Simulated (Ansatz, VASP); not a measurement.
# Two plane-wave programs on Pd

The input INCAR:

```
PREC = Accurate ; ENCUT = 520
EDIFF = 1E-8 ; ISMEAR = -1
SIGMA = 0.05 ; LREAL = F
LASPH = T ; NELM = 60
ALGO = Normal ; ISIF = 2
LWAVE = F ; LCHARG = F
GGA = PS ; LEFG = T
NBANDS = 11
```

The input KPOINTS:

```
regular mesh
0
Gamma
  18 18 18
```

The input POSCAR:

```
Pd
1.0
    0.0000000000      1.9186143454      1.9186143454
    1.9186143454      0.0000000000      1.9186143454
    1.9186143454      1.9186143454      0.0000000000
Pd
1
Direct
    0.0000000000      0.0000000000      0.0000000000
```

Input for Ansatz:

```yaml
crystal:
  lattice:
    - [0.0, 1.9186143454, 1.9186143454]
    - [1.9186143454, 0.0, 1.9186143454]
    - [1.9186143454, 1.9186143454, 0.0]
  atoms:
    - { symbol: Pd, position: [0.0, 0.0, 0.0] }
kpoints:
  mp_grid: { grid: [18, 18, 18] }
scf:
  occupations: { method: fermi_dirac, width: 0.05 }
hamiltonian:
  xc: pbesol
  pseudopotentials: { kind: paw }
output:
  forces: true
  stress: true
  eigenvalues: true
  efg: { contact_densities: true }
  write_density: true
  write_potential: true
  elf: true
  volumetric_format: npy
```

Change from the starting cell: volume scaled by 0.96, PAW files.

Alike in both runs: task electric field gradients; functional PBEsol; k mesh 18 × 18 × 18; occupations fermi-dirac, width 0.05 eV; no spin polarisation.

```csv
,VASP,Ansatz
version,VASP 6.6.1,Ansatz 0.2.0
potentials or method,"VASP PAW PBE potentials, release 64 (Pd)","PAW with Ansatz's default frozen-core files, scalar-relativistic"
plane-wave cutoff (eV),520,420
valence electrons in the cell,10,18
```

Ansatz gave:

* pressure (GPa): 6.6

Task: Estimate VASP's values.

Result: Pressure (GPa): 6.2.

VASP's potentials were made for PBE, not for PBEsol. VASP's potentials hold 10 valence electrons a cell and Ansatz's 18, so a difference there can come from the potentials and not from the codes.
